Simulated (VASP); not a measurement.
# ZnS (P3m1) in VASP: a series of runs, part 3 of 3

VASP 6.6.1.

## (4) Electric field gradients, PBE

Contents of INCAR:

```
PREC = Accurate
ENCUT = 520
EDIFF = 1E-8
ISMEAR = -1
SIGMA = 0.02
LREAL = Auto
LASPH = T
NELM = 100
ALGO = Normal
ISIF = 2
LWAVE = F
LCHARG = F
GGA = PE
LEFG = T
NELECT = 145.0
NBANDS = 86
```

Contents of KPOINTS:

```
Automatic mesh
0
Gamma
  8 8 2
```

Contents of POSCAR:

```
ZnS
1.0
    3.8050880673      0.0000000000      0.0000000000
   -1.9025440336      3.2953029299      0.0000000000
    0.0000000000      0.0000000000     24.9159345000
Zn S
8 8
Direct
    0.3333333333      0.6666666667      0.1251184100
    0.0000000000      0.0000000000      0.0001589700
    0.6666666667      0.3333333333      0.6250474700
    0.6666666667      0.3333333333      0.8751387000
    0.0000000000      0.0000000000      0.7500222700
    0.3333333333      0.6666666667      0.5000781600
    0.0000000000      0.0000000000      0.3750879400
    0.6666666667      0.3333333333      0.2501284900
    0.6666666667      0.3333333333      0.3437219900
    0.6666666667      0.3333333333      0.7185811600
    0.3333333333      0.6666666667      0.2187340500
    0.0000000000      0.0000000000      0.8436723900
    0.6666666667      0.3333333333      0.9688127500
    0.0000000000      0.0000000000      0.0937260600
    0.3333333333      0.6666666667      0.5936859800
    0.0000000000      0.0000000000      0.4686862100
```

Potentials or basis: VASP PAW PBE potentials, release 64 (Zn, S).

On the command line:

```
> cat potpaw_PBE.64/Zn/POTCAR potpaw_PBE.64/S/POTCAR > POTCAR
> mpirun -np 1 vasp_std > vasp.out
```

OUTCAR:

```text
PREC = Accurate
   ENCUT = 520
   EDIFF = 1E-8
   ISMEAR = -1
   LREAL = Auto
   LASPH = T
   NELM = 100
   ISIF = 2
   GGA = PE
   NELECT = 145.0

 ion  position               nearest neighbor table
   1  0.333  0.667  0.125-  14 2.33  14 2.33  14 2.33  11 2.33
   2  0.000  0.000  0.000-  14 2.33  13 2.33  13 2.33  13 2.33
   3  0.667  0.333  0.625-  10 2.33  15 2.33  15 2.33  15 2.33
   4  0.667  0.333  0.875-  12 2.33  12 2.33  12 2.33  13 2.33
   5  0.000  0.000  0.750-  10 2.33  10 2.33  10 2.33  12 2.33
   6  0.333  0.667  0.500-  16 2.33  16 2.33  16 2.33  15 2.33
[... 8 lines left out ...]
  15  0.333  0.667  0.594-   3 2.33   3 2.33   3 2.33   6 2.33
  16  0.000  0.000  0.469-   6 2.33   6 2.33   6 2.33   7 2.33

  LATTYP: Found a hexagonal cell.
 ALAT       =     3.8050880673
 C/A-ratio  =     6.5480572484

  Lattice vectors:

 A1 = (   3.8050880673,   0.0000000000,   0.0000000000)
 A2 = (  -1.9025440336,   3.2953029299,   0.0000000000)
 A3 = (   0.0000000000,   0.0000000000,  24.9159345000)

Analysis of symmetry for initial positions (statically):
=====================================================================
 Subroutine PRICEL returns:
 Original cell was already a primitive cell.

 Routine SETGRP: Setting up the symmetry group for a
 hexagonal supercell.

 Subroutine GETGRP returns: Found  6 space group operations
 (whereof  6 operations were pure point group operations)
 out of a pool of 24 trial point group operations.

The static configuration has the point symmetry C_3v.

Analysis of symmetry for dynamics (positions and initial velocities):
=====================================================================
 Subroutine PRICEL returns:
 Original cell was already a primitive cell.

 Routine SETGRP: Setting up the symmetry group for a
 hexagonal supercell.

 Subroutine GETGRP returns: Found  6 space group operations
 (whereof  6 operations were pure point group operations)
 out of a pool of 24 trial point group operations.

The dynamic configuration has the point symmetry C_3v.

 Subroutine INISYM returns: Found  6 space group operations
 (whereof  6 operations are pure point group operations),
 and found     1 'primitive' translations

----------------------------------------------------------------------------------------

                                     Primitive cell

  volume of cell :     312.4189

  direct lattice vectors                    reciprocal lattice vectors
     3.805088067  0.000000000  0.000000000     0.262806007  0.151731119  0.000000000
    -1.902544034  3.295302930  0.000000000     0.000000000  0.303462237  0.000000000
     0.000000000  0.000000000 24.915934500     0.000000000  0.000000000  0.040134959

  length of vectors
     3.805088067  3.805088067 24.915934500     0.303462237  0.303462237  0.040134959

  position of ions in fractional coordinates (direct lattice)
     0.333333333  0.666666667  0.125118410
     0.000000000  0.000000000  0.000158970
     0.666666667  0.333333333  0.625047470
     0.666666667  0.333333333  0.875138700
     0.000000000  0.000000000  0.750022270
[... 128 lines left out ...]
 non-spin polarized calculation
  energy-cutoff  :      520.00
  volume of cell :      312.42
 maximum number of plane-waves:      8463
   NGX = 15   NGY = 15   NGZ = 93

 number of electron     144.9999939 magnetization

 Free energy of the ion-electron system (eV)
  ---------------------------------------------------
  ext. energy  EPLUGINS =         0.00000000
  ---------------------------------------------------
  free energy    TOTEN  =       -49.27941994 eV

  energy without entropy =      -49.27398818  energy(sigma->0) =      -49.27670406

 E-fermi :   5.6759     XC(G=0):  -9.7724

 val. band max:        5.6531169337   @ k =   0.0000   0.0000   0.5000
 cond. band min:       5.6809999830   @ k =   0.0000   0.0000   0.0000
 fundamental gap:      0.0278830494
 Fermi energy:         5.6759248038

 k-point     1 :       0.0000    0.0000    0.0000
  band No.  band energies     occupation
      1     -11.0381      2.00000
      2     -10.9204      2.00000
      3     -10.9156      2.00000
      4     -10.6053      2.00000
      5     -10.6039      2.00000
      6     -10.2492      2.00000
[... 1729 lines left out ...]
     83       8.1410      0.00000
     84       8.1821      0.00000
 [bands above 84 left out]

------------------------ aborting loop because EDIFF is reached ----------------------------------------

  FORCE on cell =-STRESS in cart. coord.  units (eV):
  Direction    XX          YY          ZZ          XY          YZ          ZX
  --------------------------------------------------------------------------------------
  -------------------------------------------------------------------------------------
  Total       17.0205252     17.0205252     16.6866313      0.0000000      0.0000000      0.0000000
  in kB       87.2863439     87.2863439     85.5740357      0.0000000      0.0000000      0.0000000
  external PRESSURE =      86.7155745 kB  Pullay stress =       0.0000000 kB

 VOLUME and BASIS-vectors are now :
 -----------------------------------------------------------------------------
  energy-cutoff  :      520.00
  volume of cell :      312.42
      direct lattice vectors                 reciprocal lattice vectors
     3.805088067  0.000000000  0.000000000     0.262806007  0.151731119  0.000000000
    -1.902544034  3.295302930  0.000000000     0.000000000  0.303462237  0.000000000
     0.000000000  0.000000000 24.915934500     0.000000000  0.000000000  0.040134959

 POSITION                                       TOTAL-FORCE (eV/Angst)
 -----------------------------------------------------------------------------------
     -0.00000      2.19687      3.11744         0.000000     -0.000000      0.002688
      0.00000      0.00000      0.00396        -0.000000      0.000000      0.022262
      1.90254      1.09843     15.57364         0.000000     -0.000000     -0.022088
      1.90254      1.09843     21.80490        -0.000000      0.000000      0.001745
      0.00000      0.00000     18.68751        -0.000000      0.000000     -0.021387
     -0.00000      2.19687     12.45991         0.000000      0.000000     -0.005964
[... 8 lines left out ...]
     -0.00000      2.19687     14.79224        -0.000000      0.000000      0.004764
      0.00000      0.00000     11.67775        -0.000000      0.000000      0.016723
 -----------------------------------------------------------------------------------
    total drift:                               -0.000000     -0.000007      0.003294

  FREE ENERGIE OF THE ION-ELECTRON SYSTEM (eV)
  ---------------------------------------------------
  free  energy   TOTEN  =       -49.2794199402 eV

  energy  without entropy=      -49.2739881767  energy(sigma->0) =      -49.27670406

 Electric field gradients (V/A^2)
---------------------------------------------------------------------
 ion       V_xx      V_yy      V_zz      V_xy      V_xz      V_yz
---------------------------------------------------------------------
   1       0.197     0.204    -0.401     0.006     0.000    -0.000
   2      -0.083    -0.083     0.166     0.001     0.000    -0.000
   3       0.181     0.187    -0.368     0.006     0.000    -0.000
   4       0.417     0.424    -0.841     0.006    -0.000     0.000
   5       0.551     0.551    -1.102     0.000     0.000    -0.000
   6       0.121     0.127    -0.248     0.006     0.000    -0.000
[... 8 lines left out ...]
  15      -0.157    -0.158     0.315    -0.000     0.000    -0.000
  16       0.034     0.035    -0.069     0.001     0.000    -0.000
---------------------------------------------------------------------

 Electric field gradients after diagonalization (V/A^2)
 (convention: |V_zz| > |V_xx| > |V_yy|)
----------------------------------------------------------------------
 ion       V_xx      V_yy      V_zz     asymmetry (V_yy - V_xx)/ V_zz
----------------------------------------------------------------------
   1       0.207     0.194    -0.401       0.032
   2      -0.084    -0.083     0.166       0.007
   3       0.191     0.178    -0.368       0.035
   4       0.427     0.414    -0.841       0.015
   5       0.552     0.551    -1.102       0.001
   6       0.130     0.117    -0.248       0.052
[... 8 lines left out ...]
  15      -0.158    -0.157     0.315       0.003
  16       0.035     0.034    -0.069       0.018
----------------------------------------------------------------------

           NMR quadrupolar parameters

 Cq : quadrupolar parameter    Cq=e*Q*V_zz/h
 eta: asymmetry parameters     (V_yy - V_xx)/ V_zz
 Q  : nuclear electric quadrupole moment in mb (millibarn)
----------------------------------------------------------------------
 ion       Cq(MHz)       eta       Q (mb)
----------------------------------------------------------------------
   1      -0.001       0.032       1.000
   2       0.000       0.007       1.000
   3      -0.001       0.035       1.000
   4      -0.002       0.015       1.000
   5      -0.003       0.001       1.000
   6      -0.001       0.052       1.000
[... 8 lines left out ...]
  15       0.001       0.003       1.000
  16      -0.000       0.018       1.000
----------------------------------------------------------------------
```

Run time: 28 min. Hardware: 1 thread of Oxide Virtual Turin-like, shared host; peak memory 0.53 GiB.

Results:

| Quantity | Value |
| --- | --- |
| Free energy | -49.2794 eV |
| Largest force | 0.023 eV/Å |
| Largest electric field gradient by atom | Zn -0.4, +0.2, -0.8, -1.1, -0.2, -0.5, -0.0 (each value once); S -0.4, +0.5, +0.7, +1.7, +1.2, +0.8, +0.3, -0.1 V/Å² |

Forces in eV/Å, atoms in the order of the input:
```
Zn   0.000  0.000  0.003
Zn   0.000  0.000  0.022
Zn   0.000  0.000 -0.022
Zn   0.000  0.000  0.002
Zn   0.000  0.000 -0.021
Zn   0.000  0.000 -0.006
Zn   0.000  0.000 -0.008
Zn   0.000  0.000 -0.019
S    0.000  0.000  0.015
S    0.000  0.000  0.023
S    0.000  0.000  0.013
S    0.000  0.000 -0.008
S    0.000  0.000 -0.014
S    0.000  0.000 -0.001
S    0.000  0.000  0.005
S    0.000  0.000  0.017
```

Electric field gradients, principal values (V/Å²):
| atom | least | middle | greatest (by size) |
| --- | --- | --- | --- |
| 1 Zn | 0.194 | 0.207 | -0.401 |
| 2 Zn | -0.083 | -0.084 | 0.166 |
| 3 Zn | 0.178 | 0.191 | -0.368 |
| 4 Zn | 0.414 | 0.427 | -0.841 |
| 5 Zn | 0.551 | 0.552 | -1.102 |
| 6 Zn | 0.117 | 0.130 | -0.248 |
| 7 Zn | 0.255 | 0.256 | -0.512 |
| 8 Zn | 0.001 | 0.014 | -0.015 |
| 9 S | 0.175 | 0.176 | -0.351 |
| 10 S | -0.244 | -0.245 | 0.490 |
| 11 S | -0.337 | -0.337 | 0.674 |
| 12 S | -0.825 | -0.827 | 1.652 |
| 13 S | -0.602 | -0.603 | 1.206 |
| 14 S | -0.425 | -0.426 | 0.850 |
| 15 S | -0.157 | -0.158 | 0.315 |
| 16 S | 0.034 | 0.035 | -0.069 |

Caveat: the cell carries a net charge on a neutralising background, which shifts energy and pressure; the cell is charged against a uniform background, so pressure and absolute levels hang on convention; without QUAD_EFG the Cq values of the log hold for a quadrupole moment of 1 mb, not for the nuclei.
